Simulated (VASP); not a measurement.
# Te (Pmc2_1) in VASP: a series of runs

Runs on Te. Level: PBE. Tasks: single point.

Everything below comes from runs of VASP 6.6.1. Logs are shortened: lines on timing, memory, paths and dates and some standing lists are left out, and cuts for length are marked.

**1. The cell of the first run**

The structure is orthorhombic, space group Pmc2_1 (No. 26). Conventional cell: a = 3.131 Å, b = 4.743 Å, c = 8.986 Å, α = 90.00°, β = 90.00°, γ = 90.00°. Te (site symmetry m) has 6 Te at 3.06 to 3.46 Å within 4.0 Å. Te (site symmetry m) has 6 Te at 3.06 to 3.46 Å within 4.0 Å.

**2. Single point, PBE**

File INCAR:

```
ALGO = Normal
EDIFF = 1E-6
ENCUT = 500
GGA = PE
GGA_COMPAT = False
ISIF = 2
ISMEAR = 0
LASPH = True
LCHARG = True
LELF = True
LREAL = False
LVHAR = True
LWAVE = False
NBANDS = 20
NELM = 120
PREC = Accurate
SIGMA = 0.01
```

File KPOINTS:

```
k-points
0
Gamma
  3 2 1
```

File POSCAR:

```
Te
1.0
    3.1307690000      0.0000000000      0.0000000000
    0.0000000000      4.7429080000      0.0000000000
    0.0000000000      0.0000000000      8.9856130000
Te
4
Direct
    0.5000000000      0.0125320000      0.5091860000
    0.5000000000      0.9874680000      0.0091860000
    0.5000000000      0.4547290000      0.2608140000
    0.5000000000      0.5452710000      0.7608140000
```

Potentials or basis: VASP PAW PBE potentials, release 64 (Te).

Launch:

```bash
cat potpaw_PBE.64/Te/POTCAR > POTCAR
mpirun -np 1 vasp_std > vasp.out
```

OUTCAR:

```text
EDIFF = 1E-6
   ENCUT = 500
   GGA = PE
   ISIF = 2
   ISMEAR = 0
   LASPH = True
   LREAL = False
   NELM = 120
   PREC = Accurate

 ion  position               nearest neighbor table
   1  0.500  0.013  0.509-   3 3.06   4 3.17   4 3.39   3 3.46
   2  0.500  0.987  0.009-   4 3.06   3 3.17   3 3.39   4 3.46
   3  0.500  0.455  0.261-   1 3.06   2 3.17   2 3.39   1 3.46
   4  0.500  0.545  0.761-   2 3.06   1 3.17   1 3.39   2 3.46

  LATTYP: Found a simple orthorhombic cell.
 ALAT       =     3.1307690000
 B/A-ratio  =     1.5149338709
 C/A-ratio  =     2.8700977300

  Lattice vectors:

 A1 = (   3.1307690000,   0.0000000000,   0.0000000000)
 A2 = (   0.0000000000,   4.7429080000,   0.0000000000)
 A3 = (   0.0000000000,   0.0000000000,   8.9856130000)

Analysis of symmetry for initial positions (statically):
=====================================================================
 Subroutine PRICEL returns:
 Original cell was already a primitive cell.

 Routine SETGRP: Setting up the symmetry group for a
 simple orthorhombic supercell.

 Subroutine GETGRP returns: Found  4 space group operations
 (whereof  2 operations were pure point group operations)
 out of a pool of  8 trial point group operations.

The static configuration has the point symmetry C_1h.
 The point group associated with its full space group is C_2v.

Analysis of symmetry for dynamics (positions and initial velocities):
=====================================================================
 Subroutine PRICEL returns:
 Original cell was already a primitive cell.

 Routine SETGRP: Setting up the symmetry group for a
 simple orthorhombic supercell.

 Subroutine GETGRP returns: Found  4 space group operations
 (whereof  2 operations were pure point group operations)
 out of a pool of  8 trial point group operations.

The dynamic configuration has the point symmetry C_1h.
 The point group associated with its full space group is C_2v.

 Subroutine INISYM returns: Found  4 space group operations
 (whereof  2 operations are pure point group operations),
 and found     1 'primitive' translations

----------------------------------------------------------------------------------------

                                     Primitive cell

  volume of cell :     133.4269

  direct lattice vectors                    reciprocal lattice vectors
     3.130769000  0.000000000  0.000000000     0.319410343  0.000000000  0.000000000
     0.000000000  4.742908000  0.000000000     0.000000000  0.210841113  0.000000000
     0.000000000  0.000000000  8.985613000     0.000000000  0.000000000  0.111289013

  length of vectors
     3.130769000  4.742908000  8.985613000     0.319410343  0.210841113  0.111289013

  position of ions in fractional coordinates (direct lattice)
     0.500000000  0.012532000  0.509186000
     0.500000000  0.987468000  0.009186000
     0.500000000  0.454729000  0.260814000
     0.500000000  0.545271000  0.760814000

  ion indices of the primitive-cell ions
   primitive index   ion index
                 1           1
                 2           2
                 3           3
                 4           4

----------------------------------------------------------------------------------------

 KPOINTS: k-points

Automatic generation of k-mesh.
 Grid dimensions read from file:
 generate k-points for:    3    2    1

 Generating k-lattice:

  Cartesian coordinates                     Fractional coordinates (reciprocal lattice)
     0.106470114  0.000000000  0.000000000     0.333333333  0.000000000  0.000000000
     0.000000000  0.105420556  0.000000000     0.000000000  0.500000000  0.000000000
     0.000000000  0.000000000  0.111289013     0.000000000  0.000000000  1.000000000

  Length of vectors
     0.106470114  0.105420556  0.111289013

  Shift w.r.t. Gamma in fractional coordinates (k-lattice)
     0.000000000  0.000000000  0.000000000

 Subroutine IBZKPT returns following result:
 ===========================================

 Found      4 irreducible k-points:

 Following reciprocal coordinates:
            Coordinates               Weight
  0.000000  0.000000  0.000000      1.000000
  0.333333  0.000000  0.000000      2.000000
  0.000000  0.500000  0.000000      1.000000
  0.333333  0.500000  0.000000      2.000000
   k-points           NKPTS =      4   k-points in BZ     NKDIM =      4   number of bands    NBANDS=     20
   number of dos      NEDOS =    301   number of ions     NIONS =      4
   total plane-waves  NPLWV =  60480
   dimension x,y,z NGX =    24 NGY =   36 NGZ =   70
   dimension x,y,z NGXF=    48 NGYF=   72 NGZF=  140
   ions per type =               4
   NGX,Y,Z   is equivalent  to a cutoff of  12.74, 12.62, 12.95 a.u.
   NGXF,Y,Z  is equivalent  to a cutoff of  25.49, 25.24, 25.90 a.u.
 SYSTEM =  unknown system
   PREC   = accura    normal or accurate (medium, high low for compatibility)
   ISTART =      0    job   : 0-new  1-cont  2-samecut
   ICHARG =      2    charge: 1-file 2-atom 10-const
   ISPIN  =      1    spin polarized calculation?
   LNONCOLLINEAR =      F non collinear calculations
   LSORBIT =      F    spin-orbit coupling
   LASPH  =      T    aspherical Exc in radial PAW
   ENCUT  =  500.0 eV  36.75 Ry    6.06 a.u.   5.71  8.65 16.38*2*pi/ulx,y,z
   NELM   =    120;   NELMIN=  2; NELMDL= -5     # of ELM steps
   EDIFF  = 0.1E-05   stopping-criterion for ELM
   LREAL  =      F    real-space projection
[... 7 lines left out ...]
   TEBEG  =    0.0;   TEEND  =   0.0 temperature during run
   PSTRESS=    0.0 pullay stress
   NELECT =      24.0000    total number of electrons
   NUPDOWN=      -1.0000    fix difference up-down
   EMIN   =  10.00;   EMAX   =-10.00  energy-range for DOS
   EFERMI =   0.00;   METHOD = LEGACY
   ISMEAR =     0;   SIGMA  =   0.01  broadening in eV -4-tet -1-fermi 0-gaus
   EFERMI_NEDOS =   21; number of points for ismear=-14 and -15
   IALGO  =     38    algorithm
   IMIX   =      4    mixing-type and parameters
     AMIX     =   0.40;   BMIX     =  1.00
     AMIX_MAG =   1.60;   BMIX_MAG =  1.00
  volume/ion in A,a.u.               =      33.36       225.10
  Fermi-wavevector in a.u.,A,eV,Ry     =   0.924125  1.746343 11.619473  0.854007
  Thomas-Fermi vector in A             =   2.049837
   LORBIT       =      0    0 simple, 1 ext, 2 COOP (PROOUT), +10 PAW based schemes
   GGA     = PE    functional components
   LHFCALC =     F    Hartree Fock is set to
   AEXX    =    0.0000 exact exchange contribution
   IVDW    =     0    specifies the selected vdW correction
   LEPSILON=     F    determine dielectric tensor
   LRPA    =     F    only Hartree local field effects (RPA)
 non-spin polarized calculation
 Gauss-broadening in eV      SIGMA  =   0.01
  energy-cutoff  :      500.00
  volume of cell :      133.43
 maximum number of plane-waves:      3427
 NGX is ok and might be reduce to    24
   NGX = 11   NGY = 17   NGZ = 33

 number of electron      23.9999998 magnetization

 Free energy of the ion-electron system (eV)
  ---------------------------------------------------
  ext. energy  EPLUGINS =         0.00000000
  ---------------------------------------------------
  free energy    TOTEN  =       -13.37693516 eV

  energy without entropy =      -13.37693516  energy(sigma->0) =      -13.37693516

 E-fermi :   4.9397     XC(G=0):  -9.1759

 val. band max:        4.8892149264   @ k =   0.3333   0.5000   0.0000
 cond. band min:       5.0053946827   @ k =   0.3333   0.5000   0.0000
 fundamental gap:      0.1161797563
 Fermi energy:         4.9397157440

 k-point     1 :       0.0000    0.0000    0.0000
  band No.  band energies     occupation
      1      -7.3641      2.00000
      2      -6.1121      2.00000
      3      -5.9964      2.00000
      4      -4.2082      2.00000
      5       1.6293      2.00000
      6       1.8211      2.00000
[... 12 lines left out ...]
     19      11.9739      0.00000
     20      12.9922      0.00000

 k-point     2 :       0.3333    0.0000    0.0000
  band No.  band energies     occupation
      1      -6.1046      2.00000
      2      -4.8432      2.00000
      3      -4.7212      2.00000
      4      -2.8828      2.00000
      5       1.7772      2.00000
      6       2.7005      2.00000
[... 12 lines left out ...]
     19      12.0039      0.00000
     20      12.3345      0.00000

 k-point     3 :       0.0000    0.5000    0.0000
  band No.  band energies     occupation
      1      -6.4229      2.00000
      2      -6.1871      2.00000
      3      -5.7509      2.00000
      4      -5.4580      2.00000
      5       0.3587      2.00000
      6       0.4151      2.00000
[... 12 lines left out ...]
     19      13.6658      0.00000
     20      13.7916      0.00000

 k-point     4 :       0.3333    0.5000    0.0000
  band No.  band energies     occupation
      1      -5.1624      2.00000
      2      -4.9186      2.00000
      3      -4.4686      2.00000
      4      -4.1619      2.00000
      5       1.5200      2.00000
      6       1.5854      2.00000
[... 12 lines left out ...]
     19      12.5765      0.00000
     20      12.6336      0.00000

------------------------ aborting loop because EDIFF is reached ----------------------------------------

  FORCE on cell =-STRESS in cart. coord.  units (eV):
  Direction    XX          YY          ZZ          XY          YZ          ZX
  --------------------------------------------------------------------------------------
  -------------------------------------------------------------------------------------
  Total       -3.8670574      1.2552203     -2.4267450      0.0000000      0.0000000      0.0000000
  in kB      -46.4352473     15.0725630    -29.1401167      0.0000000      0.0000000      0.0000000
  external PRESSURE =     -20.1676004 kB  Pullay stress =       0.0000000 kB

 VOLUME and BASIS-vectors are now :
 -----------------------------------------------------------------------------
  energy-cutoff  :      500.00
  volume of cell :      133.43
      direct lattice vectors                 reciprocal lattice vectors
     3.130769000  0.000000000  0.000000000     0.319410343  0.000000000  0.000000000
     0.000000000  4.742908000  0.000000000     0.000000000  0.210841113  0.000000000
     0.000000000  0.000000000  8.985613000     0.000000000  0.000000000  0.111289013

 POSITION                                       TOTAL-FORCE (eV/Angst)
 -----------------------------------------------------------------------------------
      1.56538      0.05944      4.57535         0.000000     -0.011044     -1.069325
      1.56538      4.68347      0.08254         0.000000      0.011044     -1.069325
      1.56538      2.15674      2.34357         0.000000      0.350338      1.069325
      1.56538      2.58617      6.83638         0.000000     -0.350338      1.069325
 -----------------------------------------------------------------------------------
    total drift:                               -0.000000      0.000000     -0.000276

  FREE ENERGIE OF THE ION-ELECTRON SYSTEM (eV)
  ---------------------------------------------------
  free  energy   TOTEN  =       -13.3769351561 eV

  energy  without entropy=      -13.3769351561  energy(sigma->0) =      -13.37693516
```

It took 14 s on 1 thread of Intel Xeon Platinum 8488C (Sapphire Rapids), shared host; peak memory 0.22 GiB.

What came out:

- Free energy: -13.3769 eV
- Pressure: -2.0 GPa
- Largest force: 1.125 eV/Å
- Band gap on the k mesh: zero (band 12 reaches 8.29 eV, above the bottom of band 13 at 4.80 eV)

Forces in eV/Å, atoms in the order of the input:
```
Te   0.000 -0.011 -1.069
Te   0.000  0.011 -1.069
Te   0.000  0.350  1.069
Te   0.000 -0.350  1.069
```

Caveat: the k points lie up to 0.70 Å⁻¹ apart; spin-orbit coupling is left out, which moves the levels of the heavy elements; forces of over 1 eV/Å act on the atoms, so gaps and moduli don't describe the material at rest.

**3. Single point, PBE**

File INCAR:

```
  ALGO = Normal
  EDIFF = 1E-6
  ENCUT = 500
  GGA = PE
  GGA_COMPAT = F
  ISIF = 2
  ISMEAR = 0
  LASPH = T
  LCHARG = T
  LELF = T
  LREAL = F
  LVHAR = T
  LWAVE = F
  NBANDS = 20
  NELM = 120
  PREC = Accurate
  SIGMA = 0.01
```

File KPOINTS:

```
k-points
0
Gamma
  4 3 2
```

POSCAR is that of step 2.

Potentials or basis: VASP PAW PBE potentials, release 64 (Te).

Launch:

```bash
cat potpaw_PBE.64/Te/POTCAR > POTCAR
mpirun -np 1 vasp_std > vasp.out
```

It took 33 s on 1 thread of Intel Xeon Platinum 8488C (Sapphire Rapids), shared host; peak memory 0.23 GiB.

It converged, with:

```yaml
Free_energy: -12.2871 eV
Pressure: -0.2 GPa
Largest_force: 0.151 eV/Å
Band_gap_on_the_k_mesh: zero (band 12 reaches 7.63 eV, above the bottom of band 13 at 4.71 eV)
```

Forces on the atoms (eV/Å):
```
Te   0.000  0.042 -0.036
Te   0.000 -0.042 -0.036
Te   0.000 -0.146  0.036
Te   0.000  0.146  0.036
```

Stress tensor (GPa, compression positive):
```
 7.00  0.00  0.00
 0.00 -4.02  0.00
 0.00  0.00 -3.62
```

Levels at points of the mesh, in eV from the Fermi level:
```tsv
k point	band 8	band 9	band 10	band 11	band 12	band 13	band 14	band 15	band 16	band 17
(0.00, 0.00, 0.00)	-2.28	-2.20	-2.10	1.31	1.44	2.24	2.73	3.31	3.41	4.69
(0.50, 0.00, 0.00)	-2.73	-2.50	-2.39	-0.66	-0.45	-0.45	-0.36	2.83	2.98	4.66
(0.00, 0.00, 0.50)	-3.05	-0.75	-0.75	0.24	0.24	2.55	2.55	4.28	4.28	4.35
(0.50, 0.00, 0.50)	-3.20	-2.33	-2.33	-1.32	-1.32	0.89	0.89	1.98	1.98	4.58
```

Caveat: the k points lie up to 0.50 Å⁻¹ apart; spin-orbit coupling is left out, which moves the levels of the heavy elements.
